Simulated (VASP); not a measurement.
# C (Fm-3m) in VASP: single point with LDA

Aim: the single point of C with LDA.

All numbers are computed with VASP 6.6.1; they aren't measurements. Logs are shortened: lines on timing, memory, paths and dates and some standing lists are left out, and cuts for length are marked.

## Step 1: The cell of the first run

The structure is cubic, space group Fm-3m (No. 225). The conventional cell has a = 3.039 Å, b = 3.039 Å, c = 3.039 Å, α = 90.00°, β = 90.00°, γ = 90.00°. Within 2.8 Å of C (site symmetry m-3m) lie 12 C at 2.15 Å.

## Step 2: Single point, LDA

INCAR reads:

```
SYSTEM = C
PREC = Accurate
ENCUT = 520
EDIFF = 1E-6
ISMEAR = -1
SIGMA = 0.13605693000000002
LREAL = .FALSE.
LASPH = .TRUE.
NELM = 100
ALGO = Normal
ISIF = 2
LWAVE = .FALSE.
LCHARG = .FALSE.
NBANDS = 8
```

KPOINTS reads:

```
regular mesh
0
G
  18 18 18
  0 0 0
```

POSCAR reads:

```
C
1.0
    0.0000000000      1.5197391057      1.5197391057
    1.5197391057      0.0000000000      1.5197391057
    1.5197391057      1.5197391057      0.0000000000
C
1
Direct
    0.0000000000      0.0000000000      0.0000000000
```

Potentials or basis: VASP PAW LDA potentials, release 64 (C).

Command:

```console
$ cat potpaw_LDA.64/C/POTCAR > POTCAR
$ mpirun -np 1 vasp_std > vasp.out
```

OUTCAR:

```text
SYSTEM = C
   PREC = Accurate
   ENCUT = 520
   EDIFF = 1E-6
   ISMEAR = -1
   LREAL = .FALSE.
   LASPH = .TRUE.
   NELM = 100
   ISIF = 2

 ion  position               nearest neighbor table
   1  0.000  0.000  0.000-

  LATTYP: Found a face centered cubic cell.
 ALAT       =     3.0394782114

  Lattice vectors:

 A1 = (   0.0000000000,   1.5197391057,   1.5197391057)
 A2 = (   1.5197391057,   0.0000000000,   1.5197391057)
 A3 = (   1.5197391057,   1.5197391057,   0.0000000000)

Analysis of symmetry for initial positions (statically):
=====================================================================
 Subroutine PRICEL returns:
 Original cell was already a primitive cell.

 Routine SETGRP: Setting up the symmetry group for a
 face centered cubic supercell.

 Subroutine GETGRP returns: Found 48 space group operations
 (whereof 48 operations were pure point group operations)
 out of a pool of 48 trial point group operations.

The static configuration has the point symmetry O_h .

Analysis of symmetry for dynamics (positions and initial velocities):
=====================================================================
 Subroutine PRICEL returns:
 Original cell was already a primitive cell.

 Routine SETGRP: Setting up the symmetry group for a
 face centered cubic supercell.

 Subroutine GETGRP returns: Found 48 space group operations
 (whereof 48 operations were pure point group operations)
 out of a pool of 48 trial point group operations.

The dynamic configuration has the point symmetry O_h .

 Subroutine INISYM returns: Found 48 space group operations
 (whereof 48 operations are pure point group operations),
 and found     1 'primitive' translations

----------------------------------------------------------------------------------------

                                     Primitive cell

  volume of cell :       7.0200

  direct lattice vectors                    reciprocal lattice vectors
     0.000000000  1.519739106  1.519739106    -0.329003839  0.329003839  0.329003839
     1.519739106  0.000000000  1.519739106     0.329003839 -0.329003839  0.329003839
     1.519739106  1.519739106  0.000000000     0.329003839  0.329003839 -0.329003839

  length of vectors
     2.149235655  2.149235655  2.149235655     0.569851365  0.569851365  0.569851365

  position of ions in fractional coordinates (direct lattice)
     0.000000000  0.000000000  0.000000000

  ion indices of the primitive-cell ions
   primitive index   ion index
                 1           1

----------------------------------------------------------------------------------------

 KPOINTS: regular mesh

Automatic generation of k-mesh.
 Grid dimensions read from file:
 generate k-points for:   18   18   18

 Generating k-lattice:

  Cartesian coordinates                     Fractional coordinates (reciprocal lattice)
    -0.018277991  0.018277991  0.018277991     0.055555556  0.000000000  0.000000000
     0.018277991 -0.018277991  0.018277991     0.000000000  0.055555556  0.000000000
     0.018277991  0.018277991 -0.018277991     0.000000000  0.000000000  0.055555556

  Length of vectors
     0.031658409  0.031658409  0.031658409

  Shift w.r.t. Gamma in fractional coordinates (k-lattice)
     0.000000000  0.000000000  0.000000000

 Subroutine IBZKPT returns following result:
 ===========================================

 Found    195 irreducible k-points:

 Following reciprocal coordinates:
            Coordinates               Weight
  0.000000  0.000000  0.000000      1.000000
  0.055556  0.000000  0.000000      8.000000
  0.111111  0.000000  0.000000      8.000000
  0.166667  0.000000  0.000000      8.000000
  0.222222  0.000000  0.000000      8.000000
  0.277778  0.000000  0.000000      8.000000
[... 16 lines left out ...]
 -0.277778  0.055556  0.000000     24.000000
 -0.222222  0.055556  0.000000     24.000000
 [... further k-points ...]
   k-points           NKPTS =    195   k-points in BZ     NKDIM =    195   number of bands    NBANDS=      8
   number of dos      NEDOS =    301   number of ions     NIONS =      1
   total plane-waves  NPLWV =   4096
   dimension x,y,z NGX =    16 NGY =   16 NGZ =   16
   dimension x,y,z NGXF=    32 NGYF=   32 NGZF=   32
   ions per type =               1
   NGX,Y,Z   is equivalent  to a cutoff of  12.38, 12.38, 12.38 a.u.
   NGXF,Y,Z  is equivalent  to a cutoff of  24.75, 24.75, 24.75 a.u.
 SYSTEM =  C
   PREC   = accura    normal or accurate (medium, high low for compatibility)
   ISTART =      0    job   : 0-new  1-cont  2-samecut
   ICHARG =      2    charge: 1-file 2-atom 10-const
   ISPIN  =      1    spin polarized calculation?
   LNONCOLLINEAR =      F non collinear calculations
   LSORBIT =      F    spin-orbit coupling
   LASPH  =      T    aspherical Exc in radial PAW
   ENCUT  =  520.0 eV  38.22 Ry    6.18 a.u.   4.00  4.00  4.00*2*pi/ulx,y,z
   NELM   =    100;   NELMIN=  2; NELMDL= -5     # of ELM steps
   EDIFF  = 0.1E-05   stopping-criterion for ELM
   LREAL  =      F    real-space projection
   EDIFFG = 0.1E-04   stopping-criterion for IOM
   NSW    =      0    number of steps for IOM
   IBRION =     -1    ionic relax: 0-MD 1-quasi-New 2-CG
   NFREE  =      0    steps in history (QN), initial steepest desc. (CG)
   ISIF   =      2    stress and relaxation
   ISYM   =      2    0-nonsym 1-usesym 2-fastsym
   POTIM  = 0.5000    time-step for ionic-motion
   TEBEG  =    0.0;   TEEND  =   0.0 temperature during run
   PSTRESS=    0.0 pullay stress
   NELECT =       4.0000    total number of electrons
   NUPDOWN=      -1.0000    fix difference up-down
   EMIN   =  10.00;   EMAX   =-10.00  energy-range for DOS
   EFERMI =   0.00;   METHOD = LEGACY
   ISMEAR =    -1;   SIGMA  =   0.14  broadening in eV -4-tet -1-fermi 0-gaus
   EFERMI_NEDOS =   21; number of points for ismear=-14 and -15
   IALGO  =     38    algorithm
   IMIX   =      4    mixing-type and parameters
     AMIX     =   0.40;   BMIX     =  1.00
     AMIX_MAG =   1.60;   BMIX_MAG =  1.00
  volume/ion in A,a.u.               =       7.02        47.37
  Fermi-wavevector in a.u.,A,eV,Ry     =   1.357216  2.564767 25.062429  1.842037
  Thomas-Fermi vector in A             =   2.484154
   LORBIT       =      0    0 simple, 1 ext, 2 COOP (PROOUT), +10 PAW based schemes
   GGA     = CA    functional components
   LHFCALC =     F    Hartree Fock is set to
   AEXX    =    0.0000 exact exchange contribution
   IVDW    =     0    specifies the selected vdW correction
   LEPSILON=     F    determine dielectric tensor
   LRPA    =     F    only Hartree local field effects (RPA)
 non-spin polarized calculation
  energy-cutoff  :      520.00
  volume of cell :        7.02
 maximum number of plane-waves:       200
   NGX =  7   NGY =  7   NGZ =  7

 number of electron       4.0000000 magnetization

 Free energy of the ion-electron system (eV)
  ---------------------------------------------------
  ext. energy  EPLUGINS =         0.00000000
  ---------------------------------------------------
  free energy    TOTEN  =        -5.52817308 eV

  energy without entropy =       -5.50469350  energy(sigma->0) =       -5.51643329

 E-fermi :   8.1924     XC(G=0): -12.9966

 val. band max:        8.1734866515   @ k =  -0.3333   0.2778   0.0556
 cond. band min:       8.1946236316   @ k =  -0.3889   0.3333   0.1667
 fundamental gap:      0.0211369801
 Fermi energy:         8.1924210181

 k-point     1 :       0.0000    0.0000    0.0000
  band No.  band energies     occupation
      1     -10.9986      2.00000
      2      16.3319      0.00000
      3      16.3319      0.00000
      4      16.3319      0.00000
      5      38.7288      0.00000
      6      38.7288      0.00000
      7      38.7288      0.00000
      8      40.3958      0.00000

 k-point     2 :       0.0556    0.0000    0.0000
  band No.  band energies     occupation
      1     -10.8727      2.00000
      2      15.9536      0.00000
      3      16.2646      0.00000
      4      16.2646      0.00000
      5      37.4639      0.00000
      6      38.9198      0.00000
      7      38.9198      0.00000
      8      40.3091      0.00000

 k-point     3 :       0.1111    0.0000    0.0000
  band No.  band energies     occupation
      1     -10.4951      2.00000
      2      14.8516      0.00000
      3      16.0776      0.00000
      4      16.0776      0.00000
      5      35.7049      0.00000
      6      39.3830      0.00000
      7      39.3830      0.00000
      8      40.0521      0.00000

 k-point     4 :       0.1667    0.0000    0.0000
  band No.  band energies     occupation
      1      -9.8670      2.00000
      2      13.1294      0.00000
      3      15.8073      0.00000
      4      15.8073      0.00000
      5      34.4468      0.00000
      6      39.6398      0.00000
      7      39.7176      0.00000
      8      39.7176      0.00000

 k-point     5 :       0.2222    0.0000    0.0000
  band No.  band energies     occupation
      1      -8.9906      2.00000
      2      10.9605      0.00000
      3      15.4992      0.00000
      4      15.4992      0.00000
      5      33.7301      0.00000
      6      39.1032      0.00000
      7      39.3801      0.00000
      8      39.3801      0.00000
[... 177 lines left out ...]
 k-point    22 :      -0.3333    0.0556    0.0000
  band No.  band energies     occupation
      1      -5.8896      2.00000
      2       5.2883      2.00000
      3      14.1795      0.00000
      4      15.0497      0.00000
      5      33.5185      0.00000
      6      35.2002      0.00000
      7      37.2357      0.00000
      8      39.8838      0.00000

 k-point    23 :      -0.2778    0.0556    0.0000
  band No.  band energies     occupation
      1      -7.3307      2.00000
      2       7.7875      1.90294
      3      14.3633      0.00000
      4      15.3764      0.00000
      5      33.4261      0.00000
      6      36.1916      0.00000
      7      38.1184      0.00000
      8      40.2104      0.00000

 k-point    24 :      -0.2222    0.0556    0.0000
  band No.  band energies     occupation
      1      -8.5330      2.00000
      2      10.2354      0.00000
      3      14.6388      0.00000
      4      15.7077      0.00000
      5      33.5242      0.00000
      6      37.3139      0.00000
      7      39.1503      0.00000
      8      40.4452      0.00000

 [... further k-points ...]

------------------------ aborting loop because EDIFF is reached ----------------------------------------

  FORCE on cell =-STRESS in cart. coord.  units (eV):
  Direction    XX          YY          ZZ          XY          YZ          ZX
  --------------------------------------------------------------------------------------
  -------------------------------------------------------------------------------------
  Total       -0.1513739     -0.1513739     -0.1513739     -0.0000000      0.0000000     -0.0000000
  in kB      -34.5481204    -34.5481204    -34.5481204     -0.0000000      0.0000000     -0.0000000
  external PRESSURE =     -34.5481204 kB  Pullay stress =       0.0000000 kB

 VOLUME and BASIS-vectors are now :
 -----------------------------------------------------------------------------
  energy-cutoff  :      520.00
  volume of cell :        7.02
      direct lattice vectors                 reciprocal lattice vectors
     0.000000000  1.519739106  1.519739106    -0.329003839  0.329003839  0.329003839
     1.519739106  0.000000000  1.519739106     0.329003839 -0.329003839  0.329003839
     1.519739106  1.519739106  0.000000000     0.329003839  0.329003839 -0.329003839

 POSITION                                       TOTAL-FORCE (eV/Angst)
 -----------------------------------------------------------------------------------
      0.00000      0.00000      0.00000        -0.000000      0.000000     -0.000000
 -----------------------------------------------------------------------------------
    total drift:                                0.000000     -0.000000     -0.000000

  FREE ENERGIE OF THE ION-ELECTRON SYSTEM (eV)
  ---------------------------------------------------
  free  energy   TOTEN  =        -5.5281730824 eV

  energy  without entropy=       -5.5046934959  energy(sigma->0) =       -5.51643329
```

Wall time 2.6 s (1 thread of Intel Xeon 6975P-C (Granite Rapids), shared host); peak memory 0.1 GiB.

Results:

```
Free energy            : -5.5282 eV
Pressure               : -3.5 GPa
Band gap on the k mesh : zero (band 2 reaches 16.33 eV, above the bottom of band 3 at 4.98 eV)
```
